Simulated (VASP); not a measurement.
# NaHg2 (P6/mmm) in VASP: notebook

The runs below take NaHg2 through single point, relaxation of shape and atoms at fixed volume, with LDA.

All numbers are computed with VASP 6.6.1; they aren't measurements. Logs are shortened: lines on timing, memory, paths and dates and some standing lists are left out, and cuts for length are marked.

## (1) The cell of the first run

Symmetry: P6/mmm, No. 191, hexagonal system. The conventional cell has a = 4.930 Å, b = 4.930 Å, c = 3.062 Å, α = 90.00°, β = 90.00°, γ = 120.00°. Na (site symmetry 6/mmm) has 2 Na at 3.06 Å and 12 Hg at 3.23 Å within 4.0 Å. Hg (site symmetry -6m2) has 5 Hg at 2.85 to 3.06 Å and 6 Na at 3.23 Å within 3.8 Å.

## (2) Single point, LDA (21.49 Å³/atom)

Input file INCAR:

```
SYSTEM = NaHg2
PREC = Accurate ; ENCUT = 520
EDIFF = 1E-7 ; ISMEAR = -1
SIGMA = 0.15 ; LREAL = .FALSE.
LASPH = .TRUE. ; NELM = 80
ALGO = Fast ; ISIF = 2
LWAVE = .FALSE. ; LCHARG = .FALSE.
GGA = CA ; NBANDS = 22
```

Input file KPOINTS:

```
regular mesh
0
G
  12 12 14
  0 0 0
```

Input file POSCAR:

```
NaHg2
1.0
    4.9304674523      0.0000000000      0.0000000000
   -2.4652337262      4.2699100663      0.0000000000
    0.0000000000      0.0000000000      3.0619772164
Na Hg
1 2
Direct
    0.0000000000      0.0000000000      0.0000000000
    0.3333333333      0.6666666667      0.5000000000
    0.6666666667      0.3333333333      0.5000000000
```

Potentials or basis: VASP PAW LDA potentials, release 64 (Na_pv, Hg).

Run with:

```bash
> cat potpaw_LDA.64/Na_pv/POTCAR potpaw_LDA.64/Hg/POTCAR > POTCAR
> mpirun -np 1 vasp_std > vasp.out
```

OUTCAR:

```text
SYSTEM = NaHg2
   PREC = Accurate
   ENCUT = 520
   EDIFF = 1E-7
   ISMEAR = -1
   LREAL = .FALSE.
   LASPH = .TRUE.
   NELM = 80
   ISIF = 2
   GGA = CA

 ion  position               nearest neighbor table
   1  0.000  0.000  0.000-   2 3.23   3 3.23   2 3.23   3 3.23   3 3.23   3 3.23   2 3.23   2 3.23
                             3 3.23   3 3.23   2 3.23   2 3.23
   2  0.333  0.667  0.500-   3 2.85   3 2.85   3 2.85   1 3.23   1 3.23   1 3.23   1 3.23   1 3.23
                             1 3.23
   3  0.667  0.333  0.500-   2 2.85   2 2.85   2 2.85   1 3.23   1 3.23   1 3.23   1 3.23   1 3.23
                             1 3.23

  LATTYP: Found a hexagonal cell.
 ALAT       =     4.9304674523
 C/A-ratio  =     0.6210318283

  Lattice vectors:

 A1 = (   4.9304674523,   0.0000000000,   0.0000000000)
 A2 = (  -2.4652337262,   4.2699100663,   0.0000000000)
 A3 = (   0.0000000000,   0.0000000000,   3.0619772164)

Analysis of symmetry for initial positions (statically):
=====================================================================
 Subroutine PRICEL returns:
 Original cell was already a primitive cell.

 Routine SETGRP: Setting up the symmetry group for a
 hexagonal supercell.

 Subroutine GETGRP returns: Found 24 space group operations
 (whereof 24 operations were pure point group operations)
 out of a pool of 24 trial point group operations.

The static configuration has the point symmetry D_6h.

Analysis of symmetry for dynamics (positions and initial velocities):
=====================================================================
 Subroutine PRICEL returns:
 Original cell was already a primitive cell.

 Routine SETGRP: Setting up the symmetry group for a
 hexagonal supercell.

 Subroutine GETGRP returns: Found 24 space group operations
 (whereof 24 operations were pure point group operations)
 out of a pool of 24 trial point group operations.

The dynamic configuration has the point symmetry D_6h.

 Subroutine INISYM returns: Found 24 space group operations
 (whereof 24 operations are pure point group operations),
 and found     1 'primitive' translations

----------------------------------------------------------------------------------------

                                     Primitive cell

  volume of cell :      64.4627
[... 86 lines left out ...]
   LNONCOLLINEAR =      F non collinear calculations
   LSORBIT =      F    spin-orbit coupling
   LASPH  =      T    aspherical Exc in radial PAW
   ENCUT  =  520.0 eV  38.22 Ry    6.18 a.u.   9.17  9.17  5.69*2*pi/ulx,y,z
   NELM   =     80;   NELMIN=  2; NELMDL= -5     # of ELM steps
   EDIFF  = 0.1E-06   stopping-criterion for ELM
   LREAL  =      F    real-space projection
   EDIFFG = 0.1E-05   stopping-criterion for IOM
   NSW    =      0    number of steps for IOM
   IBRION =     -1    ionic relax: 0-MD 1-quasi-New 2-CG
   NFREE  =      0    steps in history (QN), initial steepest desc. (CG)
   ISIF   =      2    stress and relaxation
   ISYM   =      2    0-nonsym 1-usesym 2-fastsym
   POTIM  = 0.5000    time-step for ionic-motion
   TEBEG  =    0.0;   TEEND  =   0.0 temperature during run
   PSTRESS=    0.0 pullay stress
   NELECT =      31.0000    total number of electrons
   NUPDOWN=      -1.0000    fix difference up-down
   EMIN   =  10.00;   EMAX   =-10.00  energy-range for DOS
   EFERMI =   0.00;   METHOD = LEGACY
   ISMEAR =    -1;   SIGMA  =   0.15  broadening in eV -4-tet -1-fermi 0-gaus
   EFERMI_NEDOS =   21; number of points for ismear=-14 and -15
   IALGO  =     68    algorithm
   IMIX   =      4    mixing-type and parameters
     AMIX     =   0.40;   BMIX     =  1.00
     AMIX_MAG =   1.60;   BMIX_MAG =  1.00
  volume/ion in A,a.u.               =      21.49       145.01
  Fermi-wavevector in a.u.,A,eV,Ry     =   1.282604  2.423769 22.382565  1.645072
  Thomas-Fermi vector in A             =   2.414905
   LORBIT       =      0    0 simple, 1 ext, 2 COOP (PROOUT), +10 PAW based schemes
   GGA     = CA    functional components
   LHFCALC =     F    Hartree Fock is set to
   AEXX    =    0.0000 exact exchange contribution
   IVDW    =     0    specifies the selected vdW correction
   LEPSILON=     F    determine dielectric tensor
   LRPA    =     F    only Hartree local field effects (RPA)
 non-spin polarized calculation
 RMM-DIIS sequential band-by-band and
  energy-cutoff  :      520.00
  volume of cell :       64.46
 maximum number of plane-waves:      1758
 NGX is ok and might be reduce to    40
   NGX = 19   NGY = 19   NGZ = 11

 number of electron      31.0000008 magnetization

 Free energy of the ion-electron system (eV)
  ---------------------------------------------------
  ext. energy  EPLUGINS =         0.00000000
  ---------------------------------------------------
  free energy    TOTEN  =        -4.28893110 eV

  energy without entropy =       -4.22584027  energy(sigma->0) =       -4.25738569

 E-fermi :   2.8534     XC(G=0): -10.6158

 val. band max:        2.8449620006   @ k =   0.2500   0.0000   0.0714
 cond. band min:       2.8770709888   @ k =   0.0000   0.0000   0.0000
 fundamental gap:      0.0321089882
 Fermi energy:         2.8534078695

 k-point     1 :       0.0000    0.0000    0.0000
  band No.  band energies     occupation
      1     -21.4992      2.00000
      2     -21.4992      2.00000
      3     -21.4777      2.00000
      4      -6.0117      2.00000
      5      -5.5278      2.00000
      6      -4.9379      2.00000
[... 589 lines left out ...]
     21      11.7847      0.00000
     22      14.3958      0.00000

 [... further k-points ...]

------------------------ aborting loop because EDIFF is reached ----------------------------------------

  FORCE on cell =-STRESS in cart. coord.  units (eV):
  Direction    XX          YY          ZZ          XY          YZ          ZX
  --------------------------------------------------------------------------------------
  -------------------------------------------------------------------------------------
  Total        0.5817233      0.5817233      0.5036953     -0.0000000     -0.0000000      0.0000000
  in kB       14.4583335     14.4583335     12.5190024     -0.0000000     -0.0000000      0.0000000
  external PRESSURE =      13.8118898 kB  Pullay stress =       0.0000000 kB

 VOLUME and BASIS-vectors are now :
 -----------------------------------------------------------------------------
  energy-cutoff  :      520.00
  volume of cell :       64.46
      direct lattice vectors                 reciprocal lattice vectors
     4.930467452  0.000000000  0.000000000     0.202820526  0.117098485  0.000000000
    -2.465233726  4.269910066  0.000000000     0.000000000  0.234196970  0.000000000
     0.000000000  0.000000000  3.061977216     0.000000000  0.000000000  0.326586362

 POSITION                                       TOTAL-FORCE (eV/Angst)
 -----------------------------------------------------------------------------------
      0.00000      0.00000      0.00000        -0.000000      0.000000     -0.000000
     -0.00000      2.84661      1.53099         0.000000     -0.000000     -0.000000
      2.46523      1.42330      1.53099        -0.000000      0.000000      0.000000
 -----------------------------------------------------------------------------------
    total drift:                                0.000000     -0.000000      0.000000

  FREE ENERGIE OF THE ION-ELECTRON SYSTEM (eV)
  ---------------------------------------------------
  free  energy   TOTEN  =        -4.2889311009 eV

  energy  without entropy=       -4.2258402729  energy(sigma->0) =       -4.25738569
```

It took 80 s on 1 thread of Intel Xeon 6975P-C (Granite Rapids), shared host; peak memory 0.3 GiB.

What came out:

```
Free energy            : -4.2889 eV
Pressure               : 1.4 GPa
Band gap on the k mesh : zero (an odd number of electrons rules out a gap without spin polarisation)
```

Levels at points of the mesh, in eV from the Fermi level:
| k point | band 14 | band 15 | band 16 | band 17 | band 18 | band 19 |
| --- | --- | --- | --- | --- | --- | --- |
| (0.00, 0.00, 0.00) | -6.39 | 0.02 | 1.04 | 1.04 | 3.81 | 3.81 |
| (0.50, 0.00, 0.00) | -5.52 | -5.42 | -0.93 | 1.14 | 7.86 | 8.33 |
| (0.00, 0.00, 0.50) | -3.53 | -2.48 | 3.72 | 4.07 | 4.40 | 4.40 |
| (0.50, 0.00, 0.50) | -2.47 | -1.79 | -0.55 | 1.11 | 1.97 | 4.30 |

Caveat: spin-orbit coupling is left out, which moves the levels of the heavy elements.

## (3) Single point, LDA

This run uses another cell than the first one, of 21.93 Å³/atom.

Input file INCAR:

```
PREC = Accurate
ENCUT = 520
EDIFF = 1E-6
ISMEAR = -1
SIGMA = 0.15
LREAL = F
LASPH = T
NELM = 80
ALGO = Fast
ISIF = 2
LWAVE = F
LCHARG = F
GGA = CA
NBANDS = 22
```

Input file KPOINTS:

```
regular mesh
0
Gamma
  12 12 14
```

Input file POSCAR:

```
NaHg2
1.0
    4.9559994146      0.0000000000      0.0000000000
   -2.4779997073      4.2920213942      0.0000000000
    0.0000000000      0.0000000000      3.0923566664
Na Hg
1 2
Direct
    0.0000000000      0.0000000000      0.0000000000
    0.3333333333      0.6666666667      0.5000000000
    0.6666666667      0.3333333333      0.5000000000
```

Potentials or basis: VASP PAW LDA potentials, release 64 (Na_pv, Hg).

Run with:

```bash
> cat potpaw_LDA.64/Na_pv/POTCAR potpaw_LDA.64/Hg/POTCAR > POTCAR
> mpirun -np 1 vasp_std > vasp.out
```

OUTCAR:

```text
PREC = Accurate
   ENCUT = 520
   EDIFF = 1E-6
   ISMEAR = -1
   LREAL = F
   LASPH = T
   NELM = 80
   ISIF = 2
   GGA = CA

 ion  position               nearest neighbor table
   1  0.000  0.000  0.000-   2 3.25   3 3.25   2 3.25   3 3.25   3 3.25   3 3.25   2 3.25   2 3.25
                             3 3.25   3 3.25   2 3.25   2 3.25
   2  0.333  0.667  0.500-   3 2.86   3 2.86   3 2.86   1 3.25   1 3.25   1 3.25   1 3.25   1 3.25
                             1 3.25
   3  0.667  0.333  0.500-   2 2.86   2 2.86   2 2.86   1 3.25   1 3.25   1 3.25   1 3.25   1 3.25
                             1 3.25

  LATTYP: Found a hexagonal cell.
 ALAT       =     4.9559994146
 C/A-ratio  =     0.6239622743

  Lattice vectors:

 A1 = (   4.9559994146,   0.0000000000,   0.0000000000)
 A2 = (  -2.4779997073,   4.2920213942,   0.0000000000)
 A3 = (   0.0000000000,   0.0000000000,   3.0923566664)

Analysis of symmetry for initial positions (statically):
=====================================================================
 Subroutine PRICEL returns:
 Original cell was already a primitive cell.

 Routine SETGRP: Setting up the symmetry group for a
 hexagonal supercell.

 Subroutine GETGRP returns: Found 24 space group operations
 (whereof 24 operations were pure point group operations)
 out of a pool of 24 trial point group operations.

The static configuration has the point symmetry D_6h.

Analysis of symmetry for dynamics (positions and initial velocities):
=====================================================================
 Subroutine PRICEL returns:
 Original cell was already a primitive cell.

 Routine SETGRP: Setting up the symmetry group for a
 hexagonal supercell.

 Subroutine GETGRP returns: Found 24 space group operations
 (whereof 24 operations were pure point group operations)
 out of a pool of 24 trial point group operations.

The dynamic configuration has the point symmetry D_6h.

 Subroutine INISYM returns: Found 24 space group operations
 (whereof 24 operations are pure point group operations),
[... 117 lines left out ...]
     AMIX     =   0.40;   BMIX     =  1.00
     AMIX_MAG =   1.60;   BMIX_MAG =  1.00
  volume/ion in A,a.u.               =      21.93       147.96
  Fermi-wavevector in a.u.,A,eV,Ry     =   1.273995  2.407502 22.083127  1.623064
  Thomas-Fermi vector in A             =   2.406788
   LORBIT       =      0    0 simple, 1 ext, 2 COOP (PROOUT), +10 PAW based schemes
   GGA     = CA    functional components
   LHFCALC =     F    Hartree Fock is set to
   AEXX    =    0.0000 exact exchange contribution
   IVDW    =     0    specifies the selected vdW correction
   LEPSILON=     F    determine dielectric tensor
   LRPA    =     F    only Hartree local field effects (RPA)
 non-spin polarized calculation
 RMM-DIIS sequential band-by-band and
  energy-cutoff  :      520.00
  volume of cell :       65.78
 maximum number of plane-waves:      1790
 NGX is ok and might be reduce to    40
   NGX = 19   NGY = 19   NGZ = 11

 number of electron      31.0000006 magnetization

 Free energy of the ion-electron system (eV)
  ---------------------------------------------------
  ext. energy  EPLUGINS =         0.00000000
  ---------------------------------------------------
  free energy    TOTEN  =        -4.29665810 eV

  energy without entropy =       -4.23206516  energy(sigma->0) =       -4.26436163

 E-fermi :   2.7098     XC(G=0): -10.5143

 val. band max:        2.6871731994   @ k =   0.0000   0.0000   0.0000
 cond. band min:       2.7357337141   @ k =   0.0000   0.0000   0.0714
 fundamental gap:      0.0485605147
 Fermi energy:         2.7098144810

 k-point     1 :       0.0000    0.0000    0.0000
  band No.  band energies     occupation
      1     -21.6483      2.00000
      2     -21.6483      2.00000
      3     -21.6314      2.00000
      4      -6.0253      2.00000
      5      -5.5648      2.00000
      6      -4.9822      2.00000
[... 589 lines left out ...]
     21      11.5589      0.00000
     22      14.0956      0.00000

 [... further k-points ...]

------------------------ aborting loop because EDIFF is reached ----------------------------------------

  FORCE on cell =-STRESS in cart. coord.  units (eV):
  Direction    XX          YY          ZZ          XY          YZ          ZX
  --------------------------------------------------------------------------------------
  -------------------------------------------------------------------------------------
  Total        0.2035920      0.2035920      0.1250226      0.0000000      0.0000000      0.0000000
  in kB        4.9589359      4.9589359      3.0452043      0.0000000      0.0000000      0.0000000
  external PRESSURE =       4.3210254 kB  Pullay stress =       0.0000000 kB

 VOLUME and BASIS-vectors are now :
 -----------------------------------------------------------------------------
  energy-cutoff  :      520.00
  volume of cell :       65.78
      direct lattice vectors                 reciprocal lattice vectors
     4.955999415  0.000000000  0.000000000     0.201775649  0.116495225  0.000000000
    -2.477999707  4.292021394  0.000000000     0.000000000  0.232990451  0.000000000
     0.000000000  0.000000000  3.092356666     0.000000000  0.000000000  0.323377963

 POSITION                                       TOTAL-FORCE (eV/Angst)
 -----------------------------------------------------------------------------------
      0.00000      0.00000      0.00000         0.000000      0.000000      0.000000
     -0.00000      2.86135      1.54618         0.000000     -0.000000      0.000000
      2.47800      1.43067      1.54618        -0.000000      0.000000      0.000000
 -----------------------------------------------------------------------------------
    total drift:                                0.000000     -0.000000      0.000000

  FREE ENERGIE OF THE ION-ELECTRON SYSTEM (eV)
  ---------------------------------------------------
  free  energy   TOTEN  =        -4.2966580994 eV

  energy  without entropy=       -4.2320651592  energy(sigma->0) =       -4.26436163
```

OSZICAR:

```text
N       E                     dE             d eps       ncg     rms          rms(c)
DAV:   1     0.274762562796E+03    0.27476E+03   -0.15348E+04  6750   0.147E+03
DAV:   2     0.590621097680E+01   -0.26886E+03   -0.25330E+03  6814   0.410E+02
DAV:   3    -0.449372089506E+01   -0.10400E+02   -0.10314E+02  7992   0.882E+01
DAV:   4    -0.458296122251E+01   -0.89240E-01   -0.89224E-01  7246   0.792E+00
DAV:   5    -0.458393655018E+01   -0.97533E-03   -0.97532E-03  8028   0.791E-01    0.525E+00
RMM:   6    -0.432177075643E+01    0.26217E+00   -0.59717E-01  6985   0.555E+00    0.408E+00
RMM:   7    -0.430137540567E+01    0.20395E-01   -0.58962E-02  7265   0.120E+00    0.222E+00
RMM:   8    -0.429671485476E+01    0.46606E-02   -0.66684E-03  7888   0.892E-01    0.118E-01
RMM:   9    -0.429666285909E+01    0.51996E-04   -0.94849E-04  8087   0.257E-01    0.482E-02
RMM:  10    -0.429665701665E+01    0.58424E-05   -0.11517E-04  7807   0.112E-01    0.120E-02
RMM:  11    -0.429665780818E+01   -0.79153E-06   -0.17893E-05  8582   0.471E-02    0.413E-03
RMM:  12    -0.429665809945E+01   -0.29127E-06   -0.44650E-06  6459   0.205E-02
   1 F= -.42966581E+01 E0= -.42643616E+01  d E =-.645929E-01
```

stdout:

```text
POSCAR found type information on POSCAR NaHg
 POSCAR found :  2 types and       3 ions
 scaLAPACK will be used
 LDA part: xc-table for (Slater(with rela. corr.)+CA(PZ))
 , standard interpolation
 POSCAR, INCAR and KPOINTS ok, starting setup
 FFT: planning ... GRIDC
 FFT: planning ... GRID_SOFT
 FFT: planning ... GRID
 WAVECAR not read
 entering main loop
```

Run time: 74 s. Hardware: 1 thread of Intel Xeon 6975P-C (Granite Rapids), shared host; peak memory 0.3 GiB.

What came out:

```yaml
Free_energy: -4.2967 eV
Pressure: 0.4 GPa
Band_gap_on_the_k_mesh: zero (an odd number of electrons rules out a gap without spin polarisation)
```

Caveat: spin-orbit coupling is left out, which moves the levels of the heavy elements.

## (4) Single point, LDA (22.36 Å³/atom)

This run uses another cell than the first one, of 22.36 Å³/atom.

Input file INCAR:

```
SYSTEM = NaHg2
ALGO     = Fast           ! electronic algorithm
EDIFF    = 1E-7           ! SCF threshold, eV
ENCUT    = 520            ! plane-wave cutoff, eV
GGA      = CA             ! functional
ISIF     = 2              ! what is computed and relaxed
ISMEAR   = -1             ! smearing method
LASPH    = .True.         ! aspherical terms in the spheres
LCHARG   = .False.        ! write CHGCAR
LREAL    = .False.        ! projectors in reciprocal space
LWAVE    = .False.        ! write WAVECAR
NBANDS   = 22             ! bands
NELM     = 60             ! most SCF steps
PREC     = Accurate       ! precision mode
SIGMA    = 0.15           ! smearing width, eV
```

Input file KPOINTS:

```
k-points
0
Gamma
  12 12 14
  0 0 0
```

Input file POSCAR:

```
NaHg2
1.0
    4.9802763173      0.0000000000      0.0000000000
   -2.4901381586      4.3130458087      0.0000000000
    0.0000000000      0.0000000000      3.1235277251
Na Hg
1 2
Direct
    0.0000000000      0.0000000000      0.0000000000
    0.3333333333      0.6666666667      0.5000000000
    0.6666666667      0.3333333333      0.5000000000
```

Run with:

```bash
> cat potpaw_LDA.64/Na_pv/POTCAR potpaw_LDA.64/Hg/POTCAR > POTCAR
> mpirun -np 1 vasp_std > vasp.out
```

Wall time 83 s (1 thread of Intel Xeon 6975P-C (Granite Rapids), shared host); peak memory 0.31 GiB.

The run converged. Its results:

```
Free energy            : -4.2971 eV
Pressure               : -0.4 GPa
Band gap on the k mesh : zero (an odd number of electrons rules out a gap without spin polarisation)
```

Stress tensor (GPa, compression positive):
```
-0.32  0.00  0.00
 0.00 -0.32  0.00
 0.00  0.00 -0.51
```

Levels at points of the mesh, in eV from the Fermi level:
```csv
k point,band 13,band 14,band 15,band 16,band 17,band 18,band 19,band 20
"(0.00, 0.00, 0.00)",-6.37,-6.37,-0.06,1.11,1.11,3.76,3.76,4.01
"(0.50, 0.00, 0.00)",-6.30,-5.47,-5.27,-0.81,1.08,7.79,8.22,8.55
"(0.00, 0.00, 0.50)",-5.78,-3.67,-2.35,3.35,4.04,4.26,4.26,6.41
"(0.50, 0.00, 0.50)",-5.97,-2.61,-1.88,-0.49,1.12,1.94,4.07,5.58
```

Caveat: spin-orbit coupling is left out, which moves the levels of the heavy elements.

[end of part 1 of 2]

The gap in the log of VASP goes by the Fermi energy; the results here count the filled bands.